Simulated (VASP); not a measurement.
A run of VASP 6.6.1 is set up as follows.

INCAR

```
SYSTEM = Cs
ALGO = Normal
EDIFF = 1E-6
ENCUT = 500
GGA = CA
GGA_COMPAT = .False.
ISIF = 2
ISMEAR = -1
LASPH = .True.
LCHARG = .False.
LREAL = .False.
LWAVE = .False.
NBANDS = 10
NELM = 120
PREC = Accurate
SIGMA = 0.1
```

File KPOINTS:

```
k-points
0
Gamma
  10 10 10
  0 0 0
```

The input POSCAR:

```
Cs
1.0
   -2.8617954356      2.8617954356      2.8617954356
    2.8617954356     -2.8617954356      2.8617954356
    2.8617954356      2.8617954356     -2.8617954356
Cs
1
Direct
    0.0000000000      0.0000000000      0.0000000000
```

Potentials or basis: VASP PAW LDA potentials, release 64 (Cs_sv).

Launch:

```bash
$ cat potpaw_LDA.64/Cs_sv/POTCAR > POTCAR
$ mpirun -np 1 vasp_std > vasp.out
```

(1) What does it give for the band gap on the k mesh?

(2) Estimate the pressure.

Answers

(1) zero (an odd number of electrons rules out a gap without spin polarisation).

(2) 0.0 GPa.

Caveat: spin-orbit coupling is left out, which moves the levels of the heavy elements.
